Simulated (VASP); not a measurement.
# CdO (rock salt type) (Fm-3m) in VASP: further runs

CdO (rock salt type) is run at these levels: PBE; tasks: single point.

All numbers are computed with VASP 6.6.1; they aren't measurements. Logs are shortened: lines on timing, memory, paths and dates and some standing lists are left out, and cuts for length are marked.

## (1) The cell of the first run

The structure is cubic, space group Fm-3m (No. 225). Conventional cell: a = 4.780 Å, b = 4.780 Å, c = 4.780 Å, α = 90.00°, β = 90.00°, γ = 90.00°. Within 3.2 Å of Cd (site symmetry m-3m) lie 6 O at 2.39 Å. O (site symmetry m-3m) has 6 Cd at 2.39 Å within 3.2 Å.

## (2) Single point, PBE

File INCAR:

```
SYSTEM = CdO
PREC     = Accurate       ! precision mode
ENCUT    = 600            ! plane-wave cutoff, eV
EDIFF    = 1E-6           ! SCF threshold, eV
ISMEAR   = -1             ! smearing method
SIGMA    = 0.02           ! smearing width, eV
LREAL    = .FALSE.        ! projectors in reciprocal space
LASPH    = .TRUE.         ! aspherical terms in the spheres
NELM     = 120            ! most SCF steps
ALGO     = Normal         ! electronic algorithm
ISIF     = 2              ! what is computed and relaxed
LWAVE    = .FALSE.        ! write WAVECAR
LCHARG   = .TRUE.         ! write CHGCAR
GGA      = PE             ! functional
LELF     = .TRUE.         ! ELF
LVHAR    = .TRUE.       
NBANDS   = 16             ! bands
GGA_COMPAT= .FALSE.
```

File KPOINTS:

```
Automatic mesh
0
G
  6 6 6
  0 0 0
```

File POSCAR:

```
CdO
1.0
    0.0000000000      2.3900000000      2.3900000000
    2.3900000000      0.0000000000      2.3900000000
    2.3900000000      2.3900000000      0.0000000000
Cd O
1 1
Direct
    0.0000000000      0.0000000000      0.0000000000
    0.5000000000      0.5000000000      0.5000000000
```

Potentials or basis: VASP PAW PBE potentials, release 64 (Cd, O).

Launch:

```sh
$ cat potpaw_PBE.64/Cd/POTCAR potpaw_PBE.64/O/POTCAR > POTCAR
$ mpirun -np 1 vasp_std > vasp.out
```

OUTCAR:

```text
SYSTEM = CdO
   PREC = Accurate
   ENCUT = 600
   EDIFF = 1E-6
   ISMEAR = -1
   LREAL = .FALSE.
   LASPH = .TRUE.
   NELM = 120
   ISIF = 2
   GGA = PE

 ion  position               nearest neighbor table
   1  0.000  0.000  0.000-   2 2.39   2 2.39   2 2.39   2 2.39   2 2.39   2 2.39
   2  0.500  0.500  0.500-   1 2.39   1 2.39   1 2.39   1 2.39   1 2.39   1 2.39

  LATTYP: Found a face centered cubic cell.
 ALAT       =     4.7800000000

  Lattice vectors:

 A1 = (   0.0000000000,   2.3900000000,   2.3900000000)
 A2 = (   2.3900000000,   0.0000000000,   2.3900000000)
 A3 = (   2.3900000000,   2.3900000000,   0.0000000000)

Analysis of symmetry for initial positions (statically):
=====================================================================
 Subroutine PRICEL returns:
 Original cell was already a primitive cell.

 Routine SETGRP: Setting up the symmetry group for a
 face centered cubic supercell.

 Subroutine GETGRP returns: Found 48 space group operations
 (whereof 48 operations were pure point group operations)
 out of a pool of 48 trial point group operations.

The static configuration has the point symmetry O_h .

Analysis of symmetry for dynamics (positions and initial velocities):
=====================================================================
 Subroutine PRICEL returns:
 Original cell was already a primitive cell.

 Routine SETGRP: Setting up the symmetry group for a
 face centered cubic supercell.

 Subroutine GETGRP returns: Found 48 space group operations
 (whereof 48 operations were pure point group operations)
 out of a pool of 48 trial point group operations.

The dynamic configuration has the point symmetry O_h .

 Subroutine INISYM returns: Found 48 space group operations
 (whereof 48 operations are pure point group operations),
 and found     1 'primitive' translations

----------------------------------------------------------------------------------------

                                     Primitive cell

  volume of cell :      27.3038

  direct lattice vectors                    reciprocal lattice vectors
     0.000000000  2.390000000  2.390000000    -0.209205021  0.209205021  0.209205021
     2.390000000  0.000000000  2.390000000     0.209205021 -0.209205021  0.209205021
     2.390000000  2.390000000  0.000000000     0.209205021  0.209205021 -0.209205021

  length of vectors
     3.379970414  3.379970414  3.379970414     0.362353725  0.362353725  0.362353725

  position of ions in fractional coordinates (direct lattice)
     0.000000000  0.000000000  0.000000000
     0.500000000  0.500000000  0.500000000

  ion indices of the primitive-cell ions
   primitive index   ion index
                 1           1
                 2           2

----------------------------------------------------------------------------------------

 KPOINTS: Automatic mesh

Automatic generation of k-mesh.
 Grid dimensions read from file:
 generate k-points for:    6    6    6

 Generating k-lattice:

  Cartesian coordinates                     Fractional coordinates (reciprocal lattice)
    -0.034867503  0.034867503  0.034867503     0.166666667  0.000000000  0.000000000
     0.034867503 -0.034867503  0.034867503     0.000000000  0.166666667  0.000000000
     0.034867503  0.034867503 -0.034867503     0.000000000  0.000000000  0.166666667

  Length of vectors
     0.060392288  0.060392288  0.060392288

  Shift w.r.t. Gamma in fractional coordinates (k-lattice)
     0.000000000  0.000000000  0.000000000

 Subroutine IBZKPT returns following result:
 ===========================================

 Found     16 irreducible k-points:

 Following reciprocal coordinates:
            Coordinates               Weight
  0.000000  0.000000  0.000000      1.000000
  0.166667  0.000000  0.000000      8.000000
  0.333333  0.000000  0.000000      8.000000
  0.500000  0.000000  0.000000      4.000000
  0.166667  0.166667  0.000000      6.000000
  0.333333  0.166667  0.000000     24.000000
[... 8 lines left out ...]
 -0.333333  0.333333  0.166667     24.000000
 -0.333333  0.500000  0.166667     12.000000
   k-points           NKPTS =     16   k-points in BZ     NKDIM =     16   number of bands    NBANDS=     16
   number of dos      NEDOS =    301   number of ions     NIONS =      2
   total plane-waves  NPLWV =  21952
   dimension x,y,z NGX =    28 NGY =   28 NGZ =   28
   dimension x,y,z NGXF=    56 NGYF=   56 NGZF=   56
   ions per type =               1   1
   NGX,Y,Z   is equivalent  to a cutoff of  13.77, 13.77, 13.77 a.u.
   NGXF,Y,Z  is equivalent  to a cutoff of  27.54, 27.54, 27.54 a.u.
 SYSTEM =  CdO
   PREC   = accura    normal or accurate (medium, high low for compatibility)
   ISTART =      0    job   : 0-new  1-cont  2-samecut
   ICHARG =      2    charge: 1-file 2-atom 10-const
   ISPIN  =      1    spin polarized calculation?
   LNONCOLLINEAR =      F non collinear calculations
   LSORBIT =      F    spin-orbit coupling
   LASPH  =      T    aspherical Exc in radial PAW
   ENCUT  =  600.0 eV  44.10 Ry    6.64 a.u.   6.75  6.75  6.75*2*pi/ulx,y,z
   NELM   =    120;   NELMIN=  2; NELMDL= -5     # of ELM steps
   EDIFF  = 0.1E-05   stopping-criterion for ELM
   LREAL  =      F    real-space projection
   EDIFFG = 0.1E-04   stopping-criterion for IOM
   NSW    =      0    number of steps for IOM
   IBRION =     -1    ionic relax: 0-MD 1-quasi-New 2-CG
   NFREE  =      0    steps in history (QN), initial steepest desc. (CG)
   ISIF   =      2    stress and relaxation
   ISYM   =      2    0-nonsym 1-usesym 2-fastsym
   POTIM  = 0.5000    time-step for ionic-motion
   TEBEG  =    0.0;   TEEND  =   0.0 temperature during run
   PSTRESS=    0.0 pullay stress
   NELECT =      18.0000    total number of electrons
   NUPDOWN=      -1.0000    fix difference up-down
   EMIN   =  10.00;   EMAX   =-10.00  energy-range for DOS
   EFERMI =   0.00;   METHOD = LEGACY
   ISMEAR =    -1;   SIGMA  =   0.02  broadening in eV -4-tet -1-fermi 0-gaus
   EFERMI_NEDOS =   21; number of points for ismear=-14 and -15
   IALGO  =     38    algorithm
   IMIX   =      4    mixing-type and parameters
     AMIX     =   0.40;   BMIX     =  1.00
     AMIX_MAG =   1.60;   BMIX_MAG =  1.00
  volume/ion in A,a.u.               =      13.65        92.13
  Fermi-wavevector in a.u.,A,eV,Ry     =   1.424813  2.692506 27.621067  2.030091
  Thomas-Fermi vector in A             =   2.545264
   LORBIT       =      0    0 simple, 1 ext, 2 COOP (PROOUT), +10 PAW based schemes
   GGA     = PE    functional components
   LHFCALC =     F    Hartree Fock is set to
   AEXX    =    0.0000 exact exchange contribution
   IVDW    =     0    specifies the selected vdW correction
   LEPSILON=     F    determine dielectric tensor
   LRPA    =     F    only Hartree local field effects (RPA)
 non-spin polarized calculation
  energy-cutoff  :      600.00
  volume of cell :       27.30
 maximum number of plane-waves:       941
   NGX = 13   NGY = 13   NGZ = 13

 number of electron      17.9999994 magnetization

 Free energy of the ion-electron system (eV)
  ---------------------------------------------------
  ext. energy  EPLUGINS =         0.00000000
  ---------------------------------------------------
  free energy    TOTEN  =        -7.73123410 eV

  energy without entropy =       -7.73060867  energy(sigma->0) =       -7.73092138

 E-fermi :   1.6038     XC(G=0): -11.4129

 val. band max:        1.5630395197   @ k =   0.5000   0.0000   0.0000
 cond. band min:       2.9922362799   @ k =   0.1667   0.0000   0.0000
 fundamental gap:      1.4291967602
 Fermi energy:         1.6037613113

 k-point     1 :       0.0000    0.0000    0.0000
  band No.  band energies     occupation
      1     -15.4402      2.00000
      2      -5.0569      2.00000
      3      -5.0569      2.00000
      4      -5.0569      2.00000
      5      -4.7834      2.00000
      6      -4.7834      2.00000
[... 8 lines left out ...]
     15      19.0337      0.00000
     16      19.0337      0.00000

 k-point     2 :       0.1667    0.0000    0.0000
  band No.  band energies     occupation
      1     -15.2781      2.00000
      2      -5.1585      2.00000
      3      -5.0760      2.00000
      4      -5.0760      2.00000
      5      -4.8608      2.00000
      6      -4.8608      2.00000
[... 8 lines left out ...]
     15      19.9210      0.00000
     16      19.9210      0.00000

 k-point     3 :       0.3333    0.0000    0.0000
  band No.  band energies     occupation
      1     -14.9305      2.00000
      2      -5.5434      2.00000
      3      -5.3941      2.00000
      4      -5.3941      2.00000
      5      -4.6792      2.00000
      6      -4.6792      2.00000
[... 8 lines left out ...]
     15      21.4951      0.00000
     16      21.4951      0.00000

 k-point     4 :       0.5000    0.0000    0.0000
  band No.  band energies     occupation
      1     -14.7426      2.00000
      2      -5.8266      2.00000
      3      -5.5514      2.00000
      4      -5.5514      2.00000
      5      -4.5675      2.00000
      6      -4.5675      2.00000
[... 8 lines left out ...]
     15      22.3182      0.00000
     16      22.9847      0.00000
[... 172 lines left out ...]
 k-point    14 :       0.5000    0.3333    0.1667
  band No.  band energies     occupation
      1     -14.8436      2.00000
      2      -5.3097      2.00000
      3      -5.2778      2.00000
      4      -5.1879      2.00000
      5      -4.6496      2.00000
      6      -4.4867      2.00000
[... 8 lines left out ...]
     15      22.1513      0.00000
     16      24.8740      0.00000

 k-point    15 :      -0.3333    0.3333    0.1667
  band No.  band energies     occupation
      1     -14.7675      2.00000
      2      -5.3902      2.00000
      3      -5.1919      2.00000
      4      -5.1558      2.00000
      5      -4.5312      2.00000
      6      -4.4813      2.00000
[... 8 lines left out ...]
     15      20.2656      0.00000
     16      25.7414      0.00000

 k-point    16 :      -0.3333    0.5000    0.1667
  band No.  band energies     occupation
      1     -14.7981      2.00000
      2      -5.3249      2.00000
      3      -5.0264      2.00000
      4      -4.8793      2.00000
      5      -4.4469      2.00000
      6      -4.2757      2.00000
[... 8 lines left out ...]
     15      22.4112      0.00000
     16      25.2229      0.00000

------------------------ aborting loop because EDIFF is reached ----------------------------------------

  FORCE on cell =-STRESS in cart. coord.  units (eV):
  Direction    XX          YY          ZZ          XY          YZ          ZX
  --------------------------------------------------------------------------------------
  -------------------------------------------------------------------------------------
  Total        0.0058521      0.0058521      0.0058521     -0.0000000      0.0000000     -0.0000000
  in kB        0.3434008      0.3434008      0.3434008     -0.0000000      0.0000000     -0.0000000
  external PRESSURE =       0.3434008 kB  Pullay stress =       0.0000000 kB

 VOLUME and BASIS-vectors are now :
 -----------------------------------------------------------------------------
  energy-cutoff  :      600.00
  volume of cell :       27.30
      direct lattice vectors                 reciprocal lattice vectors
     0.000000000  2.390000000  2.390000000    -0.209205021  0.209205021  0.209205021
     2.390000000  0.000000000  2.390000000     0.209205021 -0.209205021  0.209205021
     2.390000000  2.390000000  0.000000000     0.209205021  0.209205021 -0.209205021

 POSITION                                       TOTAL-FORCE (eV/Angst)
 -----------------------------------------------------------------------------------
      0.00000      0.00000      0.00000         0.000000     -0.000000      0.000000
      2.39000      2.39000      2.39000        -0.000000      0.000000     -0.000000
 -----------------------------------------------------------------------------------
    total drift:                                0.000000      0.000000      0.000000

  FREE ENERGIE OF THE ION-ELECTRON SYSTEM (eV)
  ---------------------------------------------------
  free  energy   TOTEN  =        -7.7312340976 eV

  energy  without entropy=       -7.7306086713  energy(sigma->0) =       -7.73092138
```

Wall time 12 s (1 thread of Intel Xeon Platinum 8375C at 2.90GHz (Ice Lake), shared host); peak memory 0.15 GiB.

Results:

* Free energy: -7.7312 eV
* Pressure: 0.0 GPa
* Band gap on the k mesh: zero (band 9 reaches 1.56 eV, above the bottom of band 10 at 1.04 eV)

Levels at points of the mesh, in eV from the Fermi level:
| k point | band 6 | band 7 | band 8 | band 9 | band 10 | band 11 | band 12 | band 13 |
| --- | --- | --- | --- | --- | --- | --- | --- | --- |
| (0.00, 0.00, 0.00) | -6.39 | -1.18 | -1.18 | -1.18 | -0.56 | 14.87 | 16.64 | 16.64 |
| (0.50, 0.00, 0.00) | -6.17 | -3.72 | -0.04 | -0.04 | 4.38 | 6.92 | 11.66 | 11.66 |
| (0.50, 0.50, 0.00) | -5.80 | -4.01 | -2.10 | -2.10 | 3.64 | 8.30 | 11.00 | 12.89 |

Caveat: the k points lie up to 0.38 Å⁻¹ apart.

(Continued in part 2 of 2.)
